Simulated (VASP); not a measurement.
# Rb (P6_3/mmc) in VASP: notebook

Runs on Rb. Level: PBE. Tasks: single point.

Program: VASP 6.6.1. These are calculated values, not measurements. Logs are shortened: lines on timing, memory, paths and dates and some standing lists are left out, and cuts for length are marked.

### Step 1. The cell of the first run

Symmetry: P6_3/mmc, No. 194, hexagonal system. Conventional cell: a = 4.253 Å, b = 4.253 Å, c = 7.016 Å, α = 90.00°, β = 90.00°, γ = 120.00°. Within 5.6 Å of Rb (site symmetry -6m2) lie 12 Rb at 4.25 to 4.28 Å.

This isn't the form of Rb at room conditions, which is bcc.

### Step 2. Single point, PBE (54.94 Å³/atom)

INCAR reads:

```
SYSTEM = Rb
  ALGO = Normal
  EDIFF = 1E-6
  ENCUT = 520
  GGA = PE
  ISIF = 2
  ISMEAR = -1
  LASPH = .TRUE.
  LCHARG = .FALSE.
  LREAL = .FALSE.
  LWAVE = .FALSE.
  NBANDS = 16
  NELM = 80
  PREC = Accurate
  SIGMA = 0.08
```

KPOINTS reads:

```
k-points
0
G
  9 9 5
  0 0 0
```

POSCAR reads:

```
Rb
1.0
    4.2525346222      0.0000000000      0.0000000000
   -2.1262673111      3.6828030133      0.0000000000
    0.0000000000      0.0000000000      7.0161423555
Rb
2
Direct
    0.3333333333      0.6666666667      0.2500000000
    0.6666666667      0.3333333333      0.7500000000
```

Potentials or basis: VASP PAW PBE potentials, release 64 (Rb_sv).

Run with:

```
> cat potpaw_PBE.64/Rb_sv/POTCAR > POTCAR
> mpirun -np 1 vasp_std > vasp.out
```

OUTCAR:

```text
SYSTEM = Rb
   EDIFF = 1E-6
   ENCUT = 520
   GGA = PE
   ISIF = 2
   ISMEAR = -1
   LASPH = .TRUE.
   LREAL = .FALSE.
   NELM = 80
   PREC = Accurate

 ion  position               nearest neighbor table
   1  0.333  0.667  0.250-   2 4.28   2 4.28   2 4.28   2 4.28   2 4.28   2 4.28
   2  0.667  0.333  0.750-   1 4.28   1 4.28   1 4.28   1 4.28   1 4.28   1 4.28

  LATTYP: Found a hexagonal cell.
 ALAT       =     4.2525346222
 C/A-ratio  =     1.6498730707

  Lattice vectors:

 A1 = (   4.2525346222,   0.0000000000,   0.0000000000)
 A2 = (  -2.1262673111,   3.6828030133,   0.0000000000)
 A3 = (   0.0000000000,   0.0000000000,   7.0161423555)

Analysis of symmetry for initial positions (statically):
=====================================================================
 Subroutine PRICEL returns:
 Original cell was already a primitive cell.

 Routine SETGRP: Setting up the symmetry group for a
 hexagonal supercell.

 Subroutine GETGRP returns: Found 24 space group operations
 (whereof 12 operations were pure point group operations)
 out of a pool of 24 trial point group operations.

The static configuration has the point symmetry D_3d.
 The point group associated with its full space group is D_6h.

Analysis of symmetry for dynamics (positions and initial velocities):
=====================================================================
 Subroutine PRICEL returns:
 Original cell was already a primitive cell.

 Routine SETGRP: Setting up the symmetry group for a
 hexagonal supercell.

 Subroutine GETGRP returns: Found 24 space group operations
 (whereof 12 operations were pure point group operations)
 out of a pool of 24 trial point group operations.

The dynamic configuration has the point symmetry D_3d.
 The point group associated with its full space group is D_6h.

 Subroutine INISYM returns: Found 24 space group operations
 (whereof 12 operations are pure point group operations),
 and found     1 'primitive' translations

----------------------------------------------------------------------------------------

                                     Primitive cell

  volume of cell :     109.8815

  direct lattice vectors                    reciprocal lattice vectors
     4.252534622  0.000000000  0.000000000     0.235153876  0.135766154  0.000000000
    -2.126267311  3.682803013  0.000000000     0.000000000  0.271532307  0.000000000
     0.000000000  0.000000000  7.016142356     0.000000000  0.000000000  0.142528465

  length of vectors
     4.252534622  4.252534622  7.016142356     0.271532307  0.271532307  0.142528465

  position of ions in fractional coordinates (direct lattice)
     0.333333333  0.666666667  0.250000000
     0.666666667  0.333333333  0.750000000

  ion indices of the primitive-cell ions
   primitive index   ion index
                 1           1
                 2           2

----------------------------------------------------------------------------------------

 KPOINTS: k-points

Automatic generation of k-mesh.
 Grid dimensions read from file:
 generate k-points for:    9    9    5

 Generating k-lattice:

  Cartesian coordinates                     Fractional coordinates (reciprocal lattice)
     0.026128208  0.015085128  0.000000000     0.111111111 -0.000000000  0.000000000
     0.000000000  0.030170256  0.000000000     0.000000000  0.111111111  0.000000000
     0.000000000  0.000000000  0.028505693     0.000000000  0.000000000  0.200000000

  Length of vectors
     0.030170256  0.030170256  0.028505693

  Shift w.r.t. Gamma in fractional coordinates (k-lattice)
     0.000000000  0.000000000  0.000000000

 Subroutine IBZKPT returns following result:
 ===========================================

 Found     36 irreducible k-points:

 Following reciprocal coordinates:
            Coordinates               Weight
  0.000000  0.000000  0.000000      1.000000
  0.111111  0.000000  0.000000      6.000000
  0.222222  0.000000  0.000000      6.000000
  0.333333  0.000000  0.000000      6.000000
  0.444444  0.000000  0.000000      6.000000
  0.111111  0.111111  0.000000      6.000000
[... 16 lines left out ...]
  0.333333  0.222222  0.200000     24.000000
  0.333333  0.333333  0.200000      4.000000
 [... further k-points ...]
   k-points           NKPTS =     36   k-points in BZ     NKDIM =     36   number of bands    NBANDS=     16
   number of dos      NEDOS =    301   number of ions     NIONS =      2
   total plane-waves  NPLWV =  55296
   dimension x,y,z NGX =    32 NGY =   32 NGZ =   54
   dimension x,y,z NGXF=    64 NGYF=   64 NGZF=  108
   ions per type =               2
   NGX,Y,Z   is equivalent  to a cutoff of  12.51, 12.51, 12.80 a.u.
   NGXF,Y,Z  is equivalent  to a cutoff of  25.02, 25.02, 25.59 a.u.
 SYSTEM =  Rb
   PREC   = accura    normal or accurate (medium, high low for compatibility)
   ISTART =      0    job   : 0-new  1-cont  2-samecut
   ICHARG =      2    charge: 1-file 2-atom 10-const
   ISPIN  =      1    spin polarized calculation?
   LNONCOLLINEAR =      F non collinear calculations
   LSORBIT =      F    spin-orbit coupling
   LASPH  =      T    aspherical Exc in radial PAW
   ENCUT  =  520.0 eV  38.22 Ry    6.18 a.u.   7.91  7.91 13.05*2*pi/ulx,y,z
   NELM   =     80;   NELMIN=  2; NELMDL= -5     # of ELM steps
   EDIFF  = 0.1E-05   stopping-criterion for ELM
   LREAL  =      F    real-space projection
   EDIFFG = 0.1E-04   stopping-criterion for IOM
   NSW    =      0    number of steps for IOM
   IBRION =     -1    ionic relax: 0-MD 1-quasi-New 2-CG
   NFREE  =      0    steps in history (QN), initial steepest desc. (CG)
   ISIF   =      2    stress and relaxation
   ISYM   =      2    0-nonsym 1-usesym 2-fastsym
   POTIM  = 0.5000    time-step for ionic-motion
   TEBEG  =    0.0;   TEEND  =   0.0 temperature during run
   PSTRESS=    0.0 pullay stress
   NELECT =      18.0000    total number of electrons
   NUPDOWN=      -1.0000    fix difference up-down
   EMIN   =  10.00;   EMAX   =-10.00  energy-range for DOS
   EFERMI =   0.00;   METHOD = LEGACY
   ISMEAR =    -1;   SIGMA  =   0.08  broadening in eV -4-tet -1-fermi 0-gaus
   EFERMI_NEDOS =   21; number of points for ismear=-14 and -15
   IALGO  =     38    algorithm
   IMIX   =      4    mixing-type and parameters
     AMIX     =   0.40;   BMIX     =  1.00
     AMIX_MAG =   1.60;   BMIX_MAG =  1.00
  volume/ion in A,a.u.               =      54.94       370.76
  Fermi-wavevector in a.u.,A,eV,Ry     =   0.895758  1.692737 10.917078  0.802383
  Thomas-Fermi vector in A             =   2.018131
   LORBIT       =      0    0 simple, 1 ext, 2 COOP (PROOUT), +10 PAW based schemes
   GGA     = PE    functional components
   LHFCALC =     F    Hartree Fock is set to
   AEXX    =    0.0000 exact exchange contribution
   IVDW    =     0    specifies the selected vdW correction
   LEPSILON=     F    determine dielectric tensor
   LRPA    =     F    only Hartree local field effects (RPA)
 non-spin polarized calculation
  energy-cutoff  :      520.00
  volume of cell :      109.88
 maximum number of plane-waves:      2991
 NGX is ok and might be reduce to    32
   NGX = 15   NGY = 15   NGZ = 27

 number of electron      18.0000000 magnetization

 Free energy of the ion-electron system (eV)
  ---------------------------------------------------
  ext. energy  EPLUGINS =         0.00000000
  ---------------------------------------------------
  free energy    TOTEN  =        -1.35251460 eV

  energy without entropy =       -1.32048999  energy(sigma->0) =       -1.33650230

 E-fermi :   1.5372     XC(G=0):  -6.8540

 val. band max:        1.5131199445   @ k =   0.1111   0.1111   0.2000
 cond. band min:       1.6360186967   @ k =   0.2222   0.0000   0.2000
 fundamental gap:      0.1228987523
 Fermi energy:         1.5371955788

 k-point     1 :       0.0000    0.0000    0.0000
  band No.  band energies     occupation
      1     -27.3288      2.00000
      2     -27.2919      2.00000
      3     -11.7022      2.00000
      4     -11.2823      2.00000
      5     -11.2823      2.00000
      6     -11.2307      2.00000
[... 8 lines left out ...]
     15       5.9046      0.00000
     16       5.9046      0.00000

 k-point     2 :       0.1111    0.0000    0.0000
  band No.  band energies     occupation
      1     -27.3247      2.00000
      2     -27.2898      2.00000
      3     -11.6828      2.00000
      4     -11.3280      2.00000
      5     -11.2960      2.00000
      6     -11.2739      2.00000
[... 8 lines left out ...]
     15       5.6979      0.00000
     16       6.0711      0.00000

 k-point     3 :       0.2222    0.0000    0.0000
  band No.  band energies     occupation
      1     -27.3140      2.00000
      2     -27.2848      2.00000
      3     -11.6297      2.00000
      4     -11.4439      2.00000
      5     -11.3874      2.00000
      6     -11.3289      2.00000
[... 8 lines left out ...]
     15       5.8113      0.00000
     16       6.0559      0.00000

 k-point     4 :       0.3333    0.0000    0.0000
  band No.  band energies     occupation
      1     -27.3010      2.00000
      2     -27.2799      2.00000
      3     -11.5749      2.00000
      4     -11.5577      2.00000
      5     -11.5068      2.00000
      6     -11.3644      2.00000
[... 8 lines left out ...]
     15       5.4212      0.00000
     16       6.8121      0.00000
[... 324 lines left out ...]
 k-point    22 :       0.2222    0.2222    0.2000
  band No.  band energies     occupation
      1     -27.2932      2.00000
      2     -27.2799      2.00000
      3     -11.5922      2.00000
      4     -11.5763      2.00000
      5     -11.4501      2.00000
      6     -11.4181      2.00000
[... 8 lines left out ...]
     15       4.5955      0.00000
     16       6.7167      0.00000

 k-point    23 :       0.3333    0.2222    0.2000
  band No.  band energies     occupation
      1     -27.2854      2.00000
      2     -27.2787      2.00000
      3     -11.6226      2.00000
      4     -11.5794      2.00000
      5     -11.4855      2.00000
      6     -11.4163      2.00000
[... 8 lines left out ...]
     15       4.9221      0.00000
     16       6.8203      0.00000

 k-point    24 :       0.3333    0.3333    0.2000
  band No.  band energies     occupation
      1     -27.2805      2.00000
      2     -27.2805      2.00000
      3     -11.5722      2.00000
      4     -11.5569      2.00000
      5     -11.5569      2.00000
      6     -11.4569      2.00000
[... 8 lines left out ...]
     15       5.0820      0.00000
     16       7.1021      0.00000

 [... further k-points ...]
[... 5 lines left out ...]
  --------------------------------------------------------------------------------------
  -------------------------------------------------------------------------------------
  Total        2.4117882      2.4117882      2.3920583      0.0000000     -0.0000000      0.0000000
  in kB       35.1661646     35.1661646     34.8784848      0.0000000     -0.0000000      0.0000000
  external PRESSURE =      35.0702714 kB  Pullay stress =       0.0000000 kB

 VOLUME and BASIS-vectors are now :
 -----------------------------------------------------------------------------
  energy-cutoff  :      520.00
  volume of cell :      109.88
      direct lattice vectors                 reciprocal lattice vectors
     4.252534622  0.000000000  0.000000000     0.235153876  0.135766154  0.000000000
    -2.126267311  3.682803013  0.000000000     0.000000000  0.271532307  0.000000000
     0.000000000  0.000000000  7.016142356     0.000000000  0.000000000  0.142528465

 POSITION                                       TOTAL-FORCE (eV/Angst)
 -----------------------------------------------------------------------------------
     -0.00000      2.45520      1.75404         0.000000     -0.000000      0.000000
      2.12627      1.22760      5.26211        -0.000000      0.000000     -0.000000
 -----------------------------------------------------------------------------------
    total drift:                               -0.000000      0.000000     -0.000000

  FREE ENERGIE OF THE ION-ELECTRON SYSTEM (eV)
  ---------------------------------------------------
  free  energy   TOTEN  =        -1.3525145974 eV

  energy  without entropy=       -1.3204899930  energy(sigma->0) =       -1.33650230
```

Wall time 17 s (1 thread of Intel Xeon 6975P-C (Granite Rapids), shared host); peak memory 0.23 GiB.

Results:

| Item | Value |
| --- | --- |
| Free energy | -1.3525 eV |
| Pressure | 3.5 GPa |
| Band gap on the k mesh | zero (bands 9 and 10 overlap by 2.27 eV) |

Caveat: the cell stands under pressure.

[end of part 1 of 3]
